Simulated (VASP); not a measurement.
# C (I4_1/amd) in VASP: further runs

The runs below take C through single point, with LDA.

All numbers are computed with VASP 6.6.1; they aren't measurements. Logs are shortened: lines on timing, memory, paths and dates and some standing lists are left out, and cuts for length are marked.

## Step 1: The cell of the first run

Symmetry: I4_1/amd, No. 141, tetragonal system. The conventional cell has a = 2.510 Å, b = 2.510 Å, c = 3.527 Å, α = 90.00°, β = 90.00°, γ = 90.00°. Within 2.0 Å of C (site symmetry -4m2) lie 4 C at 1.53 Å.

## Step 2: Single point, LDA (film at in-plane strain +0.005)

INCAR reads:

```
ALGO     = Normal         # electronic algorithm
EDIFF    = 1E-6           # SCF threshold, eV
ENCUT    = 520            # plane-wave cutoff, eV
ISIF     = 2              # what is computed and relaxed
ISMEAR   = 0              # smearing method
LASPH    = T              # aspherical terms in the spheres
LCHARG   = F              # write CHGCAR
LREAL    = F              # projectors in reciprocal space
LWAVE    = F              # write WAVECAR
NBANDS   = 11             # bands
NELM     = 100            # most SCF steps
PREC     = Accurate       # precision mode
SIGMA    = 0.01           # smearing width, eV
```

KPOINTS reads:

```
k-points
0
Gamma
  12 12 12
```

POSCAR reads:

```
C
1.0
    1.7747032273      1.7747032273      0.0000000000
   -1.7747032273      1.7747032273      0.0000000000
    0.0000000000      1.7747032273      1.7634417353
C
2
Direct
    0.5000000000      0.5000000000      0.0000000000
    0.7500000000      0.2500000000      0.5000000000
```

Potentials or basis: VASP PAW LDA potentials, release 64 (C).

Started as:

```console
cat potpaw_LDA.64/C/POTCAR > POTCAR
mpirun -np 1 vasp_std > vasp.out
```

OUTCAR:

```text
EDIFF = 1E-6
   ENCUT = 520
   ISIF = 2
   ISMEAR = 0
   LASPH = T
   LREAL = F
   NELM = 100
   PREC = Accurate

 ion  position               nearest neighbor table
   1  0.500  0.500  0.000-   2 1.53   2 1.53   2 1.53   2 1.53
   2  0.750  0.250  0.500-   1 1.53   1 1.53   1 1.53   1 1.53

  LATTYP: Found a body centered tetragonal cell.
 ALAT       =     2.5098093732
 C/A-ratio  =     1.4052395804

  Lattice vectors:

 A1 = (   1.7747032273,   0.0000000000,  -1.7634417353)
 A2 = (  -1.7747032273,   0.0000000000,  -1.7634417353)
 A3 = (   0.0000000000,   1.7747032273,   1.7634417353)

Analysis of symmetry for initial positions (statically):
=====================================================================
 Subroutine PRICEL returns:
 Original cell was already a primitive cell.

 Routine SETGRP: Setting up the symmetry group for a
 body centered tetragonal supercell.

 Subroutine GETGRP returns: Found 16 space group operations
 (whereof  8 operations were pure point group operations)
 out of a pool of 16 trial point group operations.

The static configuration has the point symmetry D_2d.
 The point group associated with its full space group is D_4h.

Analysis of symmetry for dynamics (positions and initial velocities):
=====================================================================
 Subroutine PRICEL returns:
 Original cell was already a primitive cell.

 Routine SETGRP: Setting up the symmetry group for a
 body centered tetragonal supercell.

 Subroutine GETGRP returns: Found 16 space group operations
 (whereof  8 operations were pure point group operations)
 out of a pool of 16 trial point group operations.

The dynamic configuration has the point symmetry D_2d.
 The point group associated with its full space group is D_4h.

 Subroutine INISYM returns: Found 16 space group operations
 (whereof  8 operations are pure point group operations),
 and found     1 'primitive' translations

----------------------------------------------------------------------------------------

                                     Primitive cell

  volume of cell :      11.1082

  direct lattice vectors                    reciprocal lattice vectors
     1.774703227  1.774703227  0.000000000     0.281737246  0.281737246 -0.283536445
    -1.774703227  1.774703227  0.000000000    -0.281737246  0.281737246 -0.283536445
     0.000000000  1.774703227  1.763441735     0.000000000  0.000000000  0.567072889

  length of vectors
[... 83 lines left out ...]
   LREAL  =      F    real-space projection
   EDIFFG = 0.1E-04   stopping-criterion for IOM
   NSW    =      0    number of steps for IOM
   IBRION =     -1    ionic relax: 0-MD 1-quasi-New 2-CG
   NFREE  =      0    steps in history (QN), initial steepest desc. (CG)
   ISIF   =      2    stress and relaxation
   ISYM   =      2    0-nonsym 1-usesym 2-fastsym
   POTIM  = 0.5000    time-step for ionic-motion
   TEBEG  =    0.0;   TEEND  =   0.0 temperature during run
   PSTRESS=    0.0 pullay stress
   NELECT =       8.0000    total number of electrons
   NUPDOWN=      -1.0000    fix difference up-down
   EMIN   =  10.00;   EMAX   =-10.00  energy-range for DOS
   EFERMI =   0.00;   METHOD = LEGACY
   ISMEAR =     0;   SIGMA  =   0.01  broadening in eV -4-tet -1-fermi 0-gaus
   EFERMI_NEDOS =   21; number of points for ismear=-14 and -15
   IALGO  =     38    algorithm
   IMIX   =      4    mixing-type and parameters
     AMIX     =   0.40;   BMIX     =  1.00
     AMIX_MAG =   1.60;   BMIX_MAG =  1.00
  volume/ion in A,a.u.               =       5.55        37.48
  Fermi-wavevector in a.u.,A,eV,Ry     =   1.467430  2.773040 29.298103  2.153350
  Thomas-Fermi vector in A             =   2.583048
   LORBIT       =      0    0 simple, 1 ext, 2 COOP (PROOUT), +10 PAW based schemes
   GGA     = CA    functional components
   LHFCALC =     F    Hartree Fock is set to
   AEXX    =    0.0000 exact exchange contribution
   IVDW    =     0    specifies the selected vdW correction
   LEPSILON=     F    determine dielectric tensor
   LRPA    =     F    only Hartree local field effects (RPA)
 non-spin polarized calculation
 Gauss-broadening in eV      SIGMA  =   0.01
  energy-cutoff  :      520.00
  volume of cell :       11.11
 maximum number of plane-waves:       310
   NGX =  9   NGY =  9   NGZ =  9

 number of electron       7.9999999 magnetization

 Free energy of the ion-electron system (eV)
  ---------------------------------------------------
  ext. energy  EPLUGINS =         0.00000000
  ---------------------------------------------------
  free energy    TOTEN  =       -20.24428618 eV

  energy without entropy =      -20.24428618  energy(sigma->0) =      -20.24428618

 E-fermi :  10.1364     XC(G=0): -13.6014

 val. band max:       10.0976563168   @ k =   0.0000   0.0000   0.0000
 cond. band min:      14.1097061970   @ k =   0.0000   0.0000   0.3333
 fundamental gap:      4.0120498802
 Fermi energy:        10.1363598593

 k-point     1 :       0.0000    0.0000    0.0000
  band No.  band energies     occupation
      1     -11.5670      2.00000
      2      10.0011      2.00000
      3      10.0011      2.00000
      4      10.0977      2.00000
      5      15.5831      0.00000
      6      15.6613      0.00000
      7      15.6613      0.00000
      8      24.0716      0.00000
      9      29.3145      0.00000
     10      36.7287      0.00000
     11      37.0619      0.00000
[... 309 lines left out ...]
 k-point    24 :      -0.4167    0.1667    0.0000
  band No.  band energies     occupation
      1      -7.3372      2.00000
      2       0.2043      2.00000
      3       5.7071      2.00000
      4       5.9362      2.00000
      5      16.7750      0.00000
      6      21.0662      0.00000
      7      21.4208      0.00000
      8      22.8121      0.00000
      9      31.0238      0.00000
     10      32.6366      0.00000
     11      37.5973      0.00000

 [... further k-points ...]
[... 5 lines left out ...]
  --------------------------------------------------------------------------------------
  -------------------------------------------------------------------------------------
  Total       -0.3032908     -0.3032908      0.1113599      0.0000000      0.0000000     -0.0000000
  in kB      -43.7448775    -43.7448775     16.0618918      0.0000000      0.0000000     -0.0000000
  external PRESSURE =     -23.8092877 kB  Pullay stress =       0.0000000 kB

 VOLUME and BASIS-vectors are now :
 -----------------------------------------------------------------------------
  energy-cutoff  :      520.00
  volume of cell :       11.11
      direct lattice vectors                 reciprocal lattice vectors
     1.774703227  1.774703227  0.000000000     0.281737246  0.281737246 -0.283536445
    -1.774703227  1.774703227  0.000000000    -0.281737246  0.281737246 -0.283536445
     0.000000000  1.774703227  1.763441735     0.000000000  0.000000000  0.567072889

 POSITION                                       TOTAL-FORCE (eV/Angst)
 -----------------------------------------------------------------------------------
      0.00000      1.77470      0.00000         0.000000      0.000000      0.000000
      0.88735      2.66205      0.88172        -0.000000     -0.000000      0.000000
 -----------------------------------------------------------------------------------
    total drift:                                0.000000     -0.000000      0.000000

  FREE ENERGIE OF THE ION-ELECTRON SYSTEM (eV)
  ---------------------------------------------------
  free  energy   TOTEN  =       -20.2442861763 eV

  energy  without entropy=      -20.2442861762  energy(sigma->0) =      -20.24428618
```

OSZICAR:

```text
N       E                     dE             d eps       ncg     rms          rms(c)
DAV:   1    -0.738948212325E+00   -0.73895E+00   -0.48008E+03  3746   0.702E+02
DAV:   2    -0.206951928815E+02   -0.19956E+02   -0.19337E+02  4799   0.130E+02
DAV:   3    -0.210923747517E+02   -0.39718E+00   -0.39589E+00  4165   0.136E+01
DAV:   4    -0.210931111350E+02   -0.73638E-03   -0.73637E-03  3882   0.744E-01
DAV:   5    -0.210931120851E+02   -0.95009E-06   -0.95011E-06  4093   0.253E-02    0.585E+00
DAV:   6    -0.204635808648E+02    0.62953E+00   -0.33599E-01  3682   0.403E+00    0.340E+00
DAV:   7    -0.202443997127E+02    0.21918E+00   -0.39887E-01  3898   0.440E+00    0.747E-01
DAV:   8    -0.202443001782E+02    0.99535E-04   -0.98475E-03  3778   0.816E-01    0.290E-02
DAV:   9    -0.202442846353E+02    0.15543E-04   -0.36764E-05  4045   0.473E-02    0.208E-02
DAV:  10    -0.202442862536E+02   -0.16183E-05   -0.21914E-06  3898   0.122E-02    0.493E-03
DAV:  11    -0.202442861763E+02    0.77331E-07   -0.91918E-08  1924   0.231E-03
   1 F= -.20244286E+02 E0= -.20244286E+02  d E =-.101931E-11
```

stdout:

```text
POSCAR found type information on POSCAR C
 POSCAR found :  1 types and       2 ions
 scaLAPACK will be used
 LDA part: xc-table for (Slater(with rela. corr.)+CA(PZ))
 , standard interpolation
 POSCAR, INCAR and KPOINTS ok, starting setup
 FFT: planning ... GRIDC
 FFT: planning ... GRID_SOFT
 FFT: planning ... GRID
 WAVECAR not read
 entering main loop
```

It took 6.9 s on 1 thread of Intel Xeon 6975P-C (Granite Rapids), shared host; peak memory 0.12 GiB.

Results:

- Free energy: -20.2443 eV
- Pressure: -2.4 GPa
- Band gap on the k mesh: 4.01 eV, indirect (least direct gap 5.49 eV)

Stress tensor (GPa, compression positive):
```
-4.37  0.00  0.00
 0.00 -4.37  0.00
 0.00  0.00  1.61
```

Caveat: the cell differs from its parent crystal (film at in-plane strain +0.005).

## Step 3: Single point, LDA (in-plane strain +0.01, then relaxed in part)

INCAR reads:

```
PREC = Accurate
ENCUT = 520
EDIFF = 1E-6
ISMEAR = 0
SIGMA = 0.01
LREAL = False
LASPH = True
NELM = 60
ALGO = Normal
ISIF = 2
LWAVE = False
LCHARG = False
GGA = CA
NBANDS = 11
```

KPOINTS reads:

```
regular mesh
0
Gamma
  12 12 12
```

POSCAR reads:

```
C
1.0
    1.7835325966      1.7835325966      0.0000000000
   -1.7835325966      1.7835325966      0.0000000000
    0.0000000000      1.7835325966      1.7611489718
C
2
Direct
    0.5000000000      0.5000000000      0.0000000000
    0.7500000000      0.2500000000      0.5000000000
```

Potentials or basis: VASP PAW LDA potentials, release 64 (C).

Started as:

```console
cat potpaw_LDA.64/C/POTCAR > POTCAR
mpirun -np 1 vasp_std > vasp.out
```

OUTCAR:

```text
PREC = Accurate
   ENCUT = 520
   EDIFF = 1E-6
   ISMEAR = 0
   LREAL = False
   LASPH = True
   NELM = 60
   ISIF = 2
   GGA = CA

 ion  position               nearest neighbor table
   1  0.500  0.500  0.000-   2 1.54   2 1.54   2 1.54   2 1.54
   2  0.750  0.250  0.500-   1 1.54   1 1.54   1 1.54   1 1.54

  LATTYP: Found a body centered tetragonal cell.
 ALAT       =     2.5222959870
 C/A-ratio  =     1.3964649517

  Lattice vectors:

 A1 = (   1.7835325966,   0.0000000000,  -1.7611489718)
 A2 = (  -1.7835325966,   0.0000000000,  -1.7611489718)
 A3 = (   0.0000000000,   1.7835325966,   1.7611489718)

Analysis of symmetry for initial positions (statically):
=====================================================================
 Subroutine PRICEL returns:
 Original cell was already a primitive cell.

 Routine SETGRP: Setting up the symmetry group for a
 body centered tetragonal supercell.

 Subroutine GETGRP returns: Found 16 space group operations
 (whereof  8 operations were pure point group operations)
 out of a pool of 16 trial point group operations.

The static configuration has the point symmetry D_2d.
 The point group associated with its full space group is D_4h.

Analysis of symmetry for dynamics (positions and initial velocities):
[... 166 lines left out ...]

 k-point     1 :       0.0000    0.0000    0.0000
  band No.  band energies     occupation
      1     -11.5784      2.00000
      2       9.8426      2.00000
      3       9.8426      2.00000
      4      10.0318      2.00000
      5      15.3815      0.00000
      6      15.5360      0.00000
      7      15.5360      0.00000
      8      23.7432      0.00000
      9      29.0737      0.00000
     10      36.3394      0.00000
     11      36.9805      0.00000
[... 309 lines left out ...]
 k-point    24 :      -0.4167    0.1667    0.0000
  band No.  band energies     occupation
      1      -7.3847      2.00000
      2       0.1470      2.00000
      3       5.5637      2.00000
      4       5.8778      2.00000
      5      16.6516      0.00000
      6      20.7967      0.00000
      7      21.2515      0.00000
      8      22.6429      0.00000
      9      30.7620      0.00000
     10      32.3056      0.00000
     11      37.3411      0.00000

 [... further k-points ...]
[... 5 lines left out ...]
  --------------------------------------------------------------------------------------
  -------------------------------------------------------------------------------------
  Total       -0.7109156     -0.7109156      0.1061302      0.0000000      0.0000000      0.0000000
  in kB     -101.6577392   -101.6577392     15.1761444      0.0000000      0.0000000      0.0000000
  external PRESSURE =     -62.7131113 kB  Pullay stress =       0.0000000 kB

 VOLUME and BASIS-vectors are now :
 -----------------------------------------------------------------------------
  energy-cutoff  :      520.00
  volume of cell :       11.20
      direct lattice vectors                 reciprocal lattice vectors
     1.783532597  1.783532597  0.000000000     0.280342507  0.280342507 -0.283905568
    -1.783532597  1.783532597  0.000000000    -0.280342507  0.280342507 -0.283905568
     0.000000000  1.783532597  1.761148972     0.000000000  0.000000000  0.567811137

 POSITION                                       TOTAL-FORCE (eV/Angst)
 -----------------------------------------------------------------------------------
      0.00000      1.78353      0.00000         0.000000     -0.000000      0.000000
      0.89177      2.67530      0.88057        -0.000000      0.000000      0.000000
 -----------------------------------------------------------------------------------
    total drift:                                0.000000     -0.000000      0.000000

  FREE ENERGIE OF THE ION-ELECTRON SYSTEM (eV)
  ---------------------------------------------------
  free  energy   TOTEN  =       -20.2393278228 eV

  energy  without entropy=      -20.2393278228  energy(sigma->0) =      -20.23932782
```

OSZICAR:

```text
N       E                     dE             d eps       ncg     rms          rms(c)
DAV:   1    -0.125100336105E+01   -0.12510E+01   -0.48390E+03  3765   0.702E+02
DAV:   2    -0.206739330715E+02   -0.19423E+02   -0.18670E+02  4739   0.127E+02
DAV:   3    -0.210677086751E+02   -0.39378E+00   -0.39259E+00  4188   0.136E+01
DAV:   4    -0.210684487413E+02   -0.74007E-03   -0.74005E-03  3882   0.741E-01
DAV:   5    -0.210684497154E+02   -0.97411E-06   -0.97413E-06  4097   0.254E-02    0.579E+00
DAV:   6    -0.204537601998E+02    0.61469E+00   -0.32758E-01  3670   0.398E+00    0.336E+00
DAV:   7    -0.202394639019E+02    0.21430E+00   -0.38951E-01  3906   0.434E+00    0.734E-01
DAV:   8    -0.202393414961E+02    0.12241E-03   -0.96568E-03  3802   0.807E-01    0.288E-02
DAV:   9    -0.202393262615E+02    0.15235E-04   -0.36300E-05  4074   0.470E-02    0.207E-02
DAV:  10    -0.202393279020E+02   -0.16405E-05   -0.21943E-06  3892   0.122E-02    0.487E-03
DAV:  11    -0.202393278228E+02    0.79176E-07   -0.91868E-08  1931   0.231E-03
   1 F= -.20239328E+02 E0= -.20239328E+02  d E =-.544176-126
```

stdout:

```text
POSCAR found type information on POSCAR C
 POSCAR found :  1 types and       2 ions
 scaLAPACK will be used
 LDA part: xc-table for (Slater(with rela. corr.)+CA(PZ))
 , standard interpolation
 POSCAR, INCAR and KPOINTS ok, starting setup
 FFT: planning ... GRIDC
 FFT: planning ... GRID_SOFT
 FFT: planning ... GRID
 WAVECAR not read
 entering main loop
```

Wall time 6.8 s (1 thread of Intel Xeon 6975P-C (Granite Rapids), shared host); peak memory 0.12 GiB.

Results:

* Free energy: -20.2393 eV
* Pressure: -6.3 GPa
* Band gap on the k mesh: 3.83 eV, indirect (least direct gap 5.35 eV)

Stress tensor (GPa, compression positive):
```
-10.17   0.00   0.00
  0.00 -10.17   0.00
  0.00   0.00   1.52
```

Caveat: the cell differs from its parent crystal (in-plane strain +0.01, then relaxed in part).

[end of part 1 of 2]
